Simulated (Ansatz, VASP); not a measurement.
# Mo: VASP beside Ansatz

The input INCAR:

```
SYSTEM = Mo
  ALGO = Normal
  EDIFF = 1E-6
  ENCUT = 500
  GGA = PE
  GGA_COMPAT = .False.
  ISIF = 2
  ISMEAR = 0
  LASPH = .True.
  LCHARG = .False.
  LREAL = .False.
  LWAVE = .False.
  NBANDS = 21
  NELM = 120
  PREC = Accurate
  SIGMA = 0.1
```

The input KPOINTS:

```
k-points
0
Gamma
  8 8 8
  0 0 0
```

The input POSCAR:

```
Mo
1.0
   -2.4635824360      2.4635824360      1.3439296952
    2.4635824360     -2.4635824360      1.3439296952
    2.4635824360      2.4635824360     -1.3439296952
Mo
2
Direct
    0.0000000000      0.0000000000      0.0000000000
    0.7500000000      0.2500000000      0.5000000000
```

Input for Ansatz:

```yaml
crystal:
  lattice:
    - [-2.463582436, 2.463582436, 1.3439296952]
    - [2.463582436, -2.463582436, 1.3439296952]
    - [2.463582436, 2.463582436, -1.3439296952]
  atoms:
    - { symbol: Mo, position: [0.0, 0.0, 0.0] }
    - { symbol: Mo, position: [0.75, 0.25, 0.5] }
basis:
  ecutwfc: 420
kpoints:
  mp_grid: { grid: [8, 8, 8] }
hamiltonian:
  xc: pbe
scf:
  occupations: { method: gaussian, width: 0.1 }
  lower_state_search: "off"
output:
  forces: true
  stress: true
  eigenvalues: true
```

Alike in both runs: task single point; functional PBE; k mesh 8 × 8 × 8; occupations gaussian, width 0.1 eV; no spin polarisation.

```csv
,VASP,Ansatz
version,VASP 6.6.1,Ansatz 0.2.0
potentials or method,"VASP PAW PBE potentials, release 64 (Mo_sv), cutoff 500 eV","scalar-relativistic, plane waves, PAW"
valence electrons in the cell,28,28
```

|  | VASP | Ansatz | Ansatz less VASP |
| --- | --- | --- | --- |
| gap on the k mesh at the Fermi level (eV) | none | none | - |
| pressure (GPa) | 8.5 | 7.9 | -0.59 |
| traceless stress, the component that is largest in VASP (GPa) | -3.49 | -3.45 | +0.043 |

A gap of «none» marks a metal or a gap that the smearing closes. With one functional, cell and mesh, what is left measures potentials, basis and numerics.
